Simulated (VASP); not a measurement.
Input of a VASP 6.6.1 run:

Contents of INCAR:

```
SYSTEM = Ni
ALGO     = Normal         ! electronic algorithm
EDIFF    = 1E-6           ! SCF threshold, eV
ENCUT    = 520            ! plane-wave cutoff, eV
GGA      = PE             ! functional
ISIF     = 2              ! what is computed and relaxed
ISMEAR   = -1             ! smearing method
ISPIN    = 2              ! spin polarisation
LASPH    = .True.         ! aspherical terms in the spheres
LCHARG   = .True.         ! write CHGCAR
LELF     = .True.         ! ELF
LMAXMIX  = 4              ! l up to which the mixer works
LORBIT   = 11             ! projections on sites
LREAL    = .False.        ! projectors in reciprocal space
LVHAR    = .True.       
LWAVE    = .False.        ! write WAVECAR
MAGMOM   = 0.672          ! initial moments
NBANDS   = 15             ! bands
NELM     = 150            ! most SCF steps
PREC     = Accurate       ! precision mode
SIGMA    = 0.05           ! smearing width, eV
```

The input KPOINTS:

```
k-points
0
Gamma
  15 15 15
  0 0 0
```

Contents of POSCAR:

```
Ni
1.0
    0.0000000000      1.7596893266      1.7596893266
    1.7596893266      0.0000000000      1.7596893266
    1.7596893266      1.7596893266      0.0000000000
Ni
1
Direct
    0.0000000000      0.0000000000      0.0000000000
```

Potentials or basis: VASP PAW PBE potentials, release 64 (Ni).

Launch:

```bash
$ cat potpaw_PBE.64/Ni/POTCAR > POTCAR
$ mpirun -np 1 vasp_std > vasp.out
```

Q: What does it give for the site moments?

A: Ni +0.66 μB.

Q: Estimate the net moment.

A: 0.64 μB per cell.

Q: Estimate the pressure.

A: -0.1 GPa.
